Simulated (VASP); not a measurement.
# LiBP4 (Ama2) in VASP: single point with r2SCAN

Aim: the single point of LiBP4 with r2SCAN.

Everything below comes from runs of VASP 6.6.1. Logs are shortened: lines on timing, memory, paths and dates and some standing lists are left out, and cuts for length are marked.

### Step 1. The cell of the first run

The structure is orthorhombic, space group Ama2 (No. 40). Conventional cell: a = 8.176 Å, b = 6.728 Å, c = 6.709 Å, α = 90.00°, β = 90.00°, γ = 90.00°. Within 2.7 Å of P (site symmetry m) lie 1 B at 2.04 Å and 2 P at 2.19 to 2.59 Å and 2 Li at 2.54 Å. P (site symmetry 1) has 1 B at 2.01 Å and 3 P at 2.28 to 2.75 Å and 2 Li at 2.66 to 2.78 Å within 2.8 Å. Within 2.7 Å of P (site symmetry m) lie 1 B at 2.04 Å and 4 P at 2.19 to 2.59 Å. Li (site symmetry 2) has 8 P at 2.54 to 3.37 Å and 2 B at 2.58 Å within 3.4 Å. Within 2.7 Å of B (site symmetry m) lie 4 P at 2.01 to 2.04 Å and 2 Li at 2.58 Å.

### Step 2. Single point, r2SCAN

Contents of POSCAR:

```
LiBP4
1.0
   -8.1760580000      0.0000000000      0.0000000000
    0.0000000000     -3.3639050000      3.3543340000
    0.0000000000      3.3639050000      3.3543340000
P Li B
8 2 2
Direct
    0.7500000000      0.2546549255      0.9123517049
    0.2500000000      0.9123517049      0.2546549255
    0.9179251360      0.6997299532      0.4252173931
    0.0820748640      0.4252173931      0.6997299532
    0.5820748640      0.6997299532      0.4252173931
    0.4179251360      0.4252173931      0.6997299532
    0.7500000000      0.3061073143      0.3699657512
    0.2500000000      0.3699657512      0.3061073143
    0.0000000000     -0.0596926487     -0.0596926487
    0.5000000000     -0.0596926487     -0.0596926487
    0.7500000000     -0.0497240144      0.6085349234
    0.2500000000      0.6085349234     -0.0497240144
```

Contents of INCAR.step1:

```
  PREC = Accurate
  ENCUT = 520
  ISMEAR = -1
  SIGMA = 0.1
  LREAL = False
  LASPH = True
  NELM = 60
  NBANDS = 38
  GGA = PE
  ALGO = Normal
  EDIFF = 1E-4
  LWAVE = True
  LCHARG = False
```

Contents of INCAR.step2:

```
  PREC = Accurate
  ENCUT = 520
  EDIFF = 1E-6
  ISMEAR = -1
  SIGMA = 0.1
  LREAL = False
  LASPH = True
  NELM = 60
  ALGO = Normal
  ISIF = 2
  LWAVE = False
  LCHARG = False
  METAGGA = R2SCAN
  LMIXTAU = True
  NBANDS = 38
  ISTART = 1
```

Contents of KPOINTS:

```
regular mesh
0
Gamma
  3 5 5
```

Potentials or basis: VASP PAW PBE potentials, release 64 (P, Li_sv, B).

Run with:

```bash
$ cat potpaw_PBE.64/P/POTCAR potpaw_PBE.64/Li_sv/POTCAR potpaw_PBE.64/B/POTCAR > POTCAR
$ cp INCAR.step1 INCAR
$ mpirun -np 1 vasp_std > vasp.out
$ cp INCAR.step2 INCAR
$ mpirun -np 1 vasp_std > vasp.out
```

OUTCAR:

```text
PREC = Accurate
   ENCUT = 520
   EDIFF = 1E-6
   ISMEAR = -1
   LREAL = False
   LASPH = True
   NELM = 60
   ISIF = 2
   METAGGA = R2SCAN
   ISTART = 1

 ion  position               nearest neighbor table
   1  0.750  0.255  0.912-  11 2.04   7 2.19  10 2.54   9 2.54   7 2.59
   2  0.250  0.912  0.255-  12 2.04   8 2.19  10 2.54   9 2.54   8 2.59
   3  0.918  0.700  0.425-  11 2.01   4 2.28   7 2.33   9 2.66   5 2.75   9 2.78
   4  0.082  0.425  0.700-  12 2.01   3 2.28   8 2.33   9 2.66   6 2.75   9 2.78
   5  0.582  0.700  0.425-  11 2.01   6 2.28   7 2.33  10 2.66   3 2.75  10 2.78
   6  0.418  0.425  0.700-  12 2.01   5 2.28   8 2.33  10 2.66   4 2.75  10 2.78
   7  0.750  0.306  0.370-  11 2.04   1 2.19   5 2.33   3 2.33   1 2.59
   8  0.250  0.370  0.306-  12 2.04   2 2.19   6 2.33   4 2.33   2 2.59
   9  0.000  0.940  0.940-   1 2.54   2 2.54   3 2.66   4 2.66   3 2.78   4 2.78
  10  0.500  0.940  0.940-   1 2.54   2 2.54   5 2.66   6 2.66   5 2.78   6 2.78
  11  0.750  0.950  0.609-   3 2.01   5 2.01   7 2.04   1 2.04
  12  0.250  0.609  0.950-   4 2.01   6 2.01   8 2.04   2 2.04

  LATTYP: Found a base centered orthorhombic cell.
 ALAT       =     6.7086680000
 B/A-ratio  =     1.0028533235
 C/A-ratio  =     1.2187304544

  Lattice vectors:

 A1 = (   0.0000000000,  -3.3639050000,   3.3543340000)
 A2 = (   0.0000000000,   3.3639050000,   3.3543340000)
 A3 = (  -8.1760580000,   0.0000000000,   0.0000000000)

Analysis of symmetry for initial positions (statically):
=====================================================================
 Subroutine PRICEL returns:
 Original cell was already a primitive cell.

 Routine SETGRP: Setting up the symmetry group for a
 base centered orthorhombic supercell.

 Subroutine GETGRP returns: Found  4 space group operations
 (whereof  2 operations were pure point group operations)
 out of a pool of  8 trial point group operations.

The static configuration has the point symmetry C_2 .
 The point group associated with its full space group is C_2v.

Analysis of symmetry for dynamics (positions and initial velocities):
=====================================================================
 Subroutine PRICEL returns:
 Original cell was already a primitive cell.

 Routine SETGRP: Setting up the symmetry group for a
 base centered orthorhombic supercell.

 Subroutine GETGRP returns: Found  4 space group operations
 (whereof  2 operations were pure point group operations)
 out of a pool of  8 trial point group operations.

The dynamic configuration has the point symmetry C_2 .
 The point group associated with its full space group is C_2v.

 Subroutine INISYM returns: Found  4 space group operations
 (whereof  2 operations are pure point group operations),
 and found     1 'primitive' translations

----------------------------------------------------------------------------------------

                                     Primitive cell

  volume of cell :     184.5117

  direct lattice vectors                    reciprocal lattice vectors
    -8.176058000  0.000000000  0.000000000    -0.122308330  0.000000000  0.000000000
     0.000000000 -3.363905000  3.354334000     0.000000000 -0.148636778  0.149060887
     0.000000000  3.363905000  3.354334000     0.000000000  0.148636778  0.149060887

  length of vectors
     8.176058000  4.750517175  4.750517175     0.122308330  0.210504251  0.210504251

  position of ions in fractional coordinates (direct lattice)
     0.750000000  0.254654925  0.912351705
     0.250000000  0.912351705  0.254654925
     0.917925136  0.699729953  0.425217393
     0.082074864  0.425217393  0.699729953
     0.582074864  0.699729953  0.425217393
     0.417925136  0.425217393  0.699729953
     0.750000000  0.306107314  0.369965751
     0.250000000  0.369965751  0.306107314
     0.000000000  0.940307351  0.940307351
     0.500000000  0.940307351  0.940307351
     0.750000000  0.950275986  0.608534923
     0.250000000  0.608534923  0.950275986

  ion indices of the primitive-cell ions
   primitive index   ion index
                 1           1
                 2           2
                 3           3
                 4           4
                 5           5
                 6           6
                 7           7
                 8           8
                 9           9
                10          10
                11          11
                12          12

----------------------------------------------------------------------------------------

 KPOINTS: regular mesh

Automatic generation of k-mesh.
 Grid dimensions read from file:
 generate k-points for:    3    5    5

 Generating k-lattice:

  Cartesian coordinates                     Fractional coordinates (reciprocal lattice)
    -0.040769443  0.000000000  0.000000000     0.333333333  0.000000000  0.000000000
     0.000000000 -0.029727356  0.029812177     0.000000000  0.200000000  0.000000000
     0.000000000  0.029727356  0.029812177     0.000000000  0.000000000  0.200000000

  Length of vectors
     0.040769443  0.042100850  0.042100850

  Shift w.r.t. Gamma in fractional coordinates (k-lattice)
     0.000000000  0.000000000  0.000000000

 Subroutine IBZKPT returns following result:
 ===========================================

 Found     18 irreducible k-points:

 Following reciprocal coordinates:
            Coordinates               Weight
  0.000000  0.000000  0.000000      1.000000
  0.333333  0.000000  0.000000      2.000000
  0.000000  0.200000 -0.000000      4.000000
  0.333333  0.200000 -0.000000      8.000000
  0.000000  0.400000 -0.000000      4.000000
  0.333333  0.400000 -0.000000      8.000000
[... 10 lines left out ...]
  0.000000 -0.400000  0.400000      2.000000
  0.333333 -0.400000  0.400000      4.000000
   k-points           NKPTS =     18   k-points in BZ     NKDIM =     18   number of bands    NBANDS=     38
   number of dos      NEDOS =    301   number of ions     NIONS =     12
   total plane-waves  NPLWV =  82944
   dimension x,y,z NGX =    64 NGY =   36 NGZ =   36
   dimension x,y,z NGXF=   128 NGYF=   72 NGZF=   72
   ions per type =               8   2   2
   NGX,Y,Z   is equivalent  to a cutoff of  13.01, 12.60, 12.60 a.u.
   NGXF,Y,Z  is equivalent  to a cutoff of  26.03, 25.20, 25.20 a.u.
 SYSTEM =  unknown system
   PREC   = accura    normal or accurate (medium, high low for compatibility)
   ISTART =      1    job   : 0-new  1-cont  2-samecut
   ICHARG =      0    charge: 1-file 2-atom 10-const
   ISPIN  =      1    spin polarized calculation?
   LNONCOLLINEAR =      F non collinear calculations
   LSORBIT =      F    spin-orbit coupling
   LASPH  =      T    aspherical Exc in radial PAW
   ENCUT  =  520.0 eV  38.22 Ry    6.18 a.u.  15.20  8.83  8.83*2*pi/ulx,y,z
   NELM   =     60;   NELMIN=  2; NELMDL=  0     # of ELM steps
   EDIFF  = 0.1E-05   stopping-criterion for ELM
   LREAL  =      F    real-space projection
   EDIFFG = 0.1E-04   stopping-criterion for IOM
   NSW    =      0    number of steps for IOM
   IBRION =     -1    ionic relax: 0-MD 1-quasi-New 2-CG
   NFREE  =      0    steps in history (QN), initial steepest desc. (CG)
   ISIF   =      2    stress and relaxation
   ISYM   =      2    0-nonsym 1-usesym 2-fastsym
   POTIM  = 0.5000    time-step for ionic-motion
   TEBEG  =    0.0;   TEEND  =   0.0 temperature during run
   PSTRESS=    0.0 pullay stress
   NELECT =      52.0000    total number of electrons
   NUPDOWN=      -1.0000    fix difference up-down
   EMIN   =  10.00;   EMAX   =-10.00  energy-range for DOS
   EFERMI =   0.00;   METHOD = LEGACY
   ISMEAR =    -1;   SIGMA  =   0.10  broadening in eV -4-tet -1-fermi 0-gaus
   EFERMI_NEDOS =   21; number of points for ismear=-14 and -15
   IALGO  =     38    algorithm
   IMIX   =      4    mixing-type and parameters
     AMIX     =   0.40;   BMIX     =  1.00
     AMIX_MAG =   1.60;   BMIX_MAG =  1.00
  volume/ion in A,a.u.               =      15.38       103.76
  Fermi-wavevector in a.u.,A,eV,Ry     =   1.073333  2.028306 15.674516  1.152044
  Thomas-Fermi vector in A             =   2.209130
   LORBIT       =      0    0 simple, 1 ext, 2 COOP (PROOUT), +10 PAW based schemes
   METAGGA = R2SCAN    functional components
   LHFCALC =     F    Hartree Fock is set to
   AEXX    =    0.0000 exact exchange contribution
   IVDW    =     0    specifies the selected vdW correction
   LEPSILON=     F    determine dielectric tensor
   LRPA    =     F    only Hartree local field effects (RPA)
 non-spin polarized calculation
  energy-cutoff  :      520.00
  volume of cell :      184.51
 maximum number of plane-waves:      5007
 NGX is ok and might be reduce to    64
   NGX = 31   NGY = 17   NGZ = 17

 number of electron      52.0000011 magnetization

 Free energy of the ion-electron system (eV)
  ---------------------------------------------------
  ext. energy  EPLUGINS =         0.00000000
  ---------------------------------------------------
  free energy    TOTEN  =       -89.66504234 eV

  energy without entropy =      -89.58766926  energy(sigma->0) =      -89.62635580

 E-fermi :   6.4541     XC(G=0): -10.4629

 val. band max:        6.4208804689   @ k =   0.0000   0.4000   0.2000
 cond. band min:       6.5075014736   @ k =   0.3333  -0.4000   0.4000
 fundamental gap:      0.0866210047
 Fermi energy:         6.4541388258

 k-point     1 :       0.0000    0.0000    0.0000
  band No.  band energies     occupation
      1     -41.5693      2.00000
      2     -41.5691      2.00000
      3      -9.9636      2.00000
      4      -8.8931      2.00000
      5      -6.8492      2.00000
      6      -5.5399      2.00000
[... 30 lines left out ...]
     37      10.5040      0.00000
     38      10.6043      0.00000
[... 695 lines left out ...]
     37      10.3326      0.00000
     38      10.9494      0.00000

------------------------ aborting loop because EDIFF is reached ----------------------------------------

  FORCE on cell =-STRESS in cart. coord.  units (eV):
  Direction    XX          YY          ZZ          XY          YZ          ZX
  --------------------------------------------------------------------------------------
  -------------------------------------------------------------------------------------
  Total        6.1144818      0.7272116    -10.2841218      0.0000000      0.0000000      0.0000000
  in kB       53.0940983      6.3146227    -89.3004833      0.0000000      0.0000000      0.0000000
  external PRESSURE =      -9.9639208 kB  Pullay stress =       0.0000000 kB

 VOLUME and BASIS-vectors are now :
 -----------------------------------------------------------------------------
  energy-cutoff  :      520.00
  volume of cell :      184.51
      direct lattice vectors                 reciprocal lattice vectors
    -8.176058000  0.000000000  0.000000000    -0.122308330  0.000000000  0.000000000
     0.000000000 -3.363905000  3.354334000     0.000000000 -0.148636778  0.149060887
     0.000000000  3.363905000  3.354334000     0.000000000  0.148636778  0.149060887

 POSITION                                       TOTAL-FORCE (eV/Angst)
 -----------------------------------------------------------------------------------
     -6.13204      2.21243      3.91453         0.000000      0.041010      0.030138
     -2.04401     -2.21243      3.91453         0.000000     -0.041010      0.030138
     -7.50501     -0.92343      3.77345        -0.001751      0.048666      0.005483
     -0.67105      0.92343      3.77345         0.001751     -0.048666      0.005483
     -4.75908     -0.92343      3.77345         0.001751      0.048666      0.005483
     -3.41698      0.92343      3.77345        -0.001751     -0.048666      0.005483
     -6.13204      0.21481      2.26777         0.000000     -0.058443     -0.019821
     -2.04401     -0.21481      2.26777         0.000000      0.058443     -0.019821
      0.00000      0.00000      6.30821         0.000000      0.000000     -0.049460
     -4.08803      0.00000      6.30821         0.000000      0.000000     -0.049460
     -6.13204     -1.14958      5.22877        -0.000000     -0.004763      0.028177
     -2.04401      1.14958      5.22877         0.000000      0.004763      0.028177
 -----------------------------------------------------------------------------------
    total drift:                                0.000000      0.000005     -0.097836

  FREE ENERGIE OF THE ION-ELECTRON SYSTEM (eV)
  ---------------------------------------------------
  free  energy   TOTEN  =       -89.6650423396 eV

  energy  without entropy=      -89.5876692572  energy(sigma->0) =      -89.62635580
```

It took 6.9 min on 1 thread of Intel Xeon Platinum 8259CL at 2.50GHz (Skylake/Cascade Lake), shared host; peak memory 0.35 GiB.

Results:

```
Free energy            : -89.6650 eV
Largest force          : 0.062 eV/Å
Band gap on the k mesh : zero (bands 26 and 27 overlap by 0.76 eV)
```

Forces on the atoms (eV/Å):
```
P    0.000  0.041  0.030
P    0.000 -0.041  0.030
P   -0.002  0.049  0.005
P    0.002 -0.049  0.005
P    0.002  0.049  0.005
P   -0.002 -0.049  0.005
P    0.000 -0.058 -0.020
P    0.000  0.058 -0.020
Li   0.000  0.000 -0.049
Li   0.000  0.000 -0.049
B    0.000 -0.005  0.028
B    0.000  0.005  0.028
```

Caveat: the cutoff is under 1.25 times the usual one of these potentials, so pressure, stress and relaxed cells hold a basis-set (Pulay) error; the PAW data sets were made with another functional, which shifts forces and pressure a little.
